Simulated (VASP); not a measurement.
# Cd (P6_3/mmc) in VASP: single point with LDA

Aim: the single point of Cd with LDA.

All numbers are computed with VASP 6.6.1; they aren't measurements. Logs are shortened: lines on timing, memory, paths and dates and some standing lists are left out, and cuts for length are marked.

## Step 1: The cell of the first run

It takes space group P6_3/mmc (No. 194, hexagonal). The conventional cell has a = 2.979 Å, b = 2.979 Å, c = 5.618 Å, α = 90.00°, β = 90.00°, γ = 120.00°. Cd (site symmetry -6m2) has 12 Cd at 2.98 to 3.29 Å within 3.9 Å.

## Step 2: Single point, LDA

File INCAR:

```
PREC     = Accurate       # precision mode
ENCUT    = 500            # plane-wave cutoff, eV
EDIFF    = 1E-6           # SCF threshold, eV
ISMEAR   = -1             # smearing method
SIGMA    = 0.1            # smearing width, eV
LREAL    = F              # projectors in reciprocal space
LASPH    = T              # aspherical terms in the spheres
NELM     = 120            # most SCF steps
ALGO     = Normal         # electronic algorithm
ISIF     = 2              # what is computed and relaxed
LWAVE    = F              # write WAVECAR
LCHARG   = F              # write CHGCAR
GGA      = CA             # functional
NBANDS   = 19             # bands
GGA_COMPAT= F
```

File KPOINTS:

```
regular mesh
0
Gamma
  7 7 3
```

File POSCAR:

```
Cd
1.0
    2.9788700000      0.0000000000      0.0000000000
   -1.4894350000      2.5797770000      0.0000000000
    0.0000000000      0.0000000000      5.6176500000
Cd
2
Direct
    0.3333333333      0.6666666667      0.2500000000
    0.6666666667      0.3333333333      0.7500000000
```

Potentials or basis: VASP PAW LDA potentials, release 64 (Cd).

Launch:

```
$ cat potpaw_LDA.64/Cd/POTCAR > POTCAR
$ mpirun -np 1 vasp_std > vasp.out
```

OUTCAR:

```text
PREC = Accurate
   ENCUT = 500
   EDIFF = 1E-6
   ISMEAR = -1
   LREAL = F
   LASPH = T
   NELM = 120
   ISIF = 2
   GGA = CA

 ion  position               nearest neighbor table
   1  0.333  0.667  0.250-   2 3.29   2 3.29   2 3.29   2 3.29   2 3.29   2 3.29
   2  0.667  0.333  0.750-   1 3.29   1 3.29   1 3.29   1 3.29   1 3.29   1 3.29

  LATTYP: Found a hexagonal cell.
 ALAT       =     2.9788700000
 C/A-ratio  =     1.8858325472

  Lattice vectors:

 A1 = (   2.9788700000,   0.0000000000,   0.0000000000)
 A2 = (  -1.4894350000,   2.5797770000,   0.0000000000)
 A3 = (   0.0000000000,   0.0000000000,   5.6176500000)

Analysis of symmetry for initial positions (statically):
=====================================================================
 Subroutine PRICEL returns:
 Original cell was already a primitive cell.

 Routine SETGRP: Setting up the symmetry group for a
 hexagonal supercell.

 Subroutine GETGRP returns: Found 24 space group operations
 (whereof 12 operations were pure point group operations)
 out of a pool of 24 trial point group operations.

The static configuration has the point symmetry D_3d.
 The point group associated with its full space group is D_6h.

Analysis of symmetry for dynamics (positions and initial velocities):
=====================================================================
 Subroutine PRICEL returns:
 Original cell was already a primitive cell.

 Routine SETGRP: Setting up the symmetry group for a
 hexagonal supercell.

 Subroutine GETGRP returns: Found 24 space group operations
 (whereof 12 operations were pure point group operations)
 out of a pool of 24 trial point group operations.

The dynamic configuration has the point symmetry D_3d.
 The point group associated with its full space group is D_6h.

 Subroutine INISYM returns: Found 24 space group operations
 (whereof 12 operations are pure point group operations),
 and found     1 'primitive' translations

----------------------------------------------------------------------------------------

                                     Primitive cell

  volume of cell :      43.1706

  direct lattice vectors                    reciprocal lattice vectors
     2.978870000  0.000000000  0.000000000     0.335697765  0.193815202  0.000000000
    -1.489435000  2.579777000  0.000000000     0.000000000  0.387630404  0.000000000
     0.000000000  0.000000000  5.617650000     0.000000000  0.000000000  0.178010378

  length of vectors
[... 71 lines left out ...]
   ENCUT  =  500.0 eV  36.75 Ry    6.06 a.u.   5.43  5.43 10.24*2*pi/ulx,y,z
   NELM   =    120;   NELMIN=  2; NELMDL= -5     # of ELM steps
   EDIFF  = 0.1E-05   stopping-criterion for ELM
   LREAL  =      F    real-space projection
   EDIFFG = 0.1E-04   stopping-criterion for IOM
   NSW    =      0    number of steps for IOM
   IBRION =     -1    ionic relax: 0-MD 1-quasi-New 2-CG
   NFREE  =      0    steps in history (QN), initial steepest desc. (CG)
   ISIF   =      2    stress and relaxation
   ISYM   =      2    0-nonsym 1-usesym 2-fastsym
   POTIM  = 0.5000    time-step for ionic-motion
   TEBEG  =    0.0;   TEEND  =   0.0 temperature during run
   PSTRESS=    0.0 pullay stress
   NELECT =      24.0000    total number of electrons
   NUPDOWN=      -1.0000    fix difference up-down
   EMIN   =  10.00;   EMAX   =-10.00  energy-range for DOS
   EFERMI =   0.00;   METHOD = LEGACY
   ISMEAR =    -1;   SIGMA  =   0.10  broadening in eV -4-tet -1-fermi 0-gaus
   EFERMI_NEDOS =   21; number of points for ismear=-14 and -15
   IALGO  =     38    algorithm
   IMIX   =      4    mixing-type and parameters
     AMIX     =   0.40;   BMIX     =  1.00
     AMIX_MAG =   1.60;   BMIX_MAG =  1.00
  volume/ion in A,a.u.               =      21.59       145.66
  Fermi-wavevector in a.u.,A,eV,Ry     =   1.346116  2.543790 24.654137  1.812028
  Thomas-Fermi vector in A             =   2.473974
   LORBIT       =      0    0 simple, 1 ext, 2 COOP (PROOUT), +10 PAW based schemes
   GGA     = CA    functional components
   LHFCALC =     F    Hartree Fock is set to
   AEXX    =    0.0000 exact exchange contribution
   IVDW    =     0    specifies the selected vdW correction
   LEPSILON=     F    determine dielectric tensor
   LRPA    =     F    only Hartree local field effects (RPA)
 non-spin polarized calculation
  energy-cutoff  :      500.00
  volume of cell :       43.17
 maximum number of plane-waves:      1113
 NGX is ok and might be reduce to    24
   NGX = 11   NGY = 11   NGZ = 21

 number of electron      23.9999993 magnetization

 Free energy of the ion-electron system (eV)
  ---------------------------------------------------
  ext. energy  EPLUGINS =         0.00000000
  ---------------------------------------------------
  free energy    TOTEN  =        -3.06746292 eV

  energy without entropy =       -3.04958621  energy(sigma->0) =       -3.05852456

 E-fermi :   2.6614     XC(G=0): -11.3706

 val. band max:        2.4981408503   @ k =   0.4286   0.0000   0.0000
 cond. band min:       2.8439374671   @ k =   0.2857   0.2857   0.3333
 fundamental gap:      0.3457966169
 Fermi energy:         2.6614094769

 k-point     1 :       0.0000    0.0000    0.0000
  band No.  band energies     occupation
      1      -7.1253      2.00000
      2      -6.8571      2.00000
      3      -6.4811      2.00000
      4      -6.4811      2.00000
      5      -6.4294      2.00000
      6      -6.4294      2.00000
[... 329 lines left out ...]
      6      -6.1537      2.00000
[... 11 lines left out ...]
     18      12.2387      0.00000
     19      13.7293      0.00000

------------------------ aborting loop because EDIFF is reached ----------------------------------------

  FORCE on cell =-STRESS in cart. coord.  units (eV):
  Direction    XX          YY          ZZ          XY          YZ          ZX
  --------------------------------------------------------------------------------------
  -------------------------------------------------------------------------------------
  Total       -1.3038449     -1.3038448     -0.6420506     -0.0000000     -0.0000000      0.0000000
  in kB      -48.3891645    -48.3891610    -23.8282120     -0.0000000     -0.0000000      0.0000000
  external PRESSURE =     -40.2021792 kB  Pullay stress =       0.0000000 kB

 VOLUME and BASIS-vectors are now :
 -----------------------------------------------------------------------------
  energy-cutoff  :      500.00
  volume of cell :       43.17
      direct lattice vectors                 reciprocal lattice vectors
     2.978870000  0.000000000  0.000000000     0.335697765  0.193815202  0.000000000
    -1.489435000  2.579777000  0.000000000     0.000000000  0.387630404  0.000000000
     0.000000000  0.000000000  5.617650000     0.000000000  0.000000000  0.178010378

 POSITION                                       TOTAL-FORCE (eV/Angst)
 -----------------------------------------------------------------------------------
     -0.00000      1.71985      1.40441        -0.000000      0.000000      0.000000
      1.48944      0.85993      4.21324         0.000000     -0.000000      0.000000
 -----------------------------------------------------------------------------------
    total drift:                               -0.000000      0.000000     -0.000000

  FREE ENERGIE OF THE ION-ELECTRON SYSTEM (eV)
  ---------------------------------------------------
  free  energy   TOTEN  =        -3.0674629166 eV

  energy  without entropy=       -3.0495862109  energy(sigma->0) =       -3.05852456
```

stdout:

```text
POSCAR found type information on POSCAR Cd
 POSCAR found :  1 types and       2 ions
 scaLAPACK will be used
 LDA part: xc-table for (Slater(with rela. corr.)+CA(PZ))
 , standard interpolation
 POSCAR, INCAR and KPOINTS ok, starting setup
 FFT: planning ... GRIDC
 FFT: planning ... GRID_SOFT
 FFT: planning ... GRID
 WAVECAR not read
 entering main loop
```

Run time: 19 s. Hardware: 1 thread of AMD EPYC 7R13, shared host; peak memory 0.11 GiB.

Results:

```
Free energy            : -3.0675 eV
Pressure               : -4.0 GPa
Band gap on the k mesh : zero (bands 12 and 13 overlap by 4.28 eV)
```

Stress tensor (GPa, compression positive):
```
-4.84  0.00  0.00
 0.00 -4.84  0.00
 0.00  0.00 -2.38
```

Levels at points of the mesh, in eV from the Fermi level:
```tsv
k point	band 8	band 9	band 10	band 11	band 12	band 13	band 14	band 15	band 16	band 17
(0.00, 0.00, 0.00)	-8.60	-8.60	-8.35	-8.35	-3.01	-2.97	10.57	14.61	14.82	14.82
```

Caveat: the k points lie up to 0.37 Å⁻¹ apart, too coarse for converged energies and pressures of a metal.

The gap in the log of VASP goes by the Fermi energy; the results here count the filled bands.